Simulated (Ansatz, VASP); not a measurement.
**One calculation of KF, two programs**

```
K F
1.0
    -0.00886    2.65010    2.65010
     2.65010   -0.00886    2.65010
     2.65010    2.65010   -0.00886
K F
1 1
Direct
  0.00000 0.00000 0.00000
  0.50000 0.50000 0.50000
```

Change from the starting cell: shear_111 strain -0.5%.

Alike in both runs: task single point; functional r2SCAN; k mesh 8 × 8 × 8; no spin polarisation.

|  | VASP | Ansatz |
| --- | --- | --- |
| version | VASP 6.6.1 | Ansatz 0.2.0 |
| potentials or method | VASP PAW PBE potentials, release 64 (K_sv, F) | plane waves, PAW |
| plane-wave cutoff (eV) | 520 | 500 |
| occupations | gaussian, width 0.01 eV | fixed |
| valence electrons in the cell | 16 | 16 |

```csv
,VASP,Ansatz,Ansatz less VASP
gap on the k mesh at the Fermi level (eV),6.93,6.93,+0.001
pressure (GPa),0.2,0.2,+0.03
```

VASP's potentials were made for PBE, not for r2SCAN.
